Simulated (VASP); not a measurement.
A run of VASP 6.6.1 is set up as follows.

Contents of INCAR:

```
PREC = Accurate
ENCUT = 520
EDIFF = 1E-6
ISMEAR = 0
SIGMA = 0.05
LREAL = F
LASPH = T
NELM = 60
ALGO = Normal
ISIF = 2
LWAVE = F
LCHARG = F
GGA = PE
NBANDS = 18
```

File KPOINTS:

```
Automatic mesh
0
Gamma
  12 12 6
```

Contents of POSCAR:

```
HfO2
1.0
    3.2498425421      0.0000000000      0.0000000000
   -1.6249212711      2.8144461997      0.0000000000
    0.0000000000      0.0000000000      5.3013281512
Hf O
1 2
Direct
    0.0000000000      0.0000000000      0.0000000000
    0.3333333333      0.6666666667      0.1829873050
    0.6666666667      0.3333333333      0.8170126950
```

Potentials or basis: VASP PAW PBE potentials, release 64 (Hf_pv, O).

Launch:

```sh
$ cat potpaw_PBE.64/Hf_pv/POTCAR potpaw_PBE.64/O/POTCAR > POTCAR
$ mpirun -np 1 vasp_std > vasp.out
```

Problem. Predict the largest force.

Solution. 0.191 eV/Å.

Problem. Predict the band gap on the k mesh.

Solution. 4.73 eV (least direct gap 4.98 eV).

Forces on the atoms (eV/Å):
```
Hf   0.000  0.000  0.000
O    0.000  0.000 -0.191
O    0.000  0.000  0.191
```

Caveat: spin-orbit coupling is left out, which moves the levels of the heavy elements. A k mesh can miss the band edges.
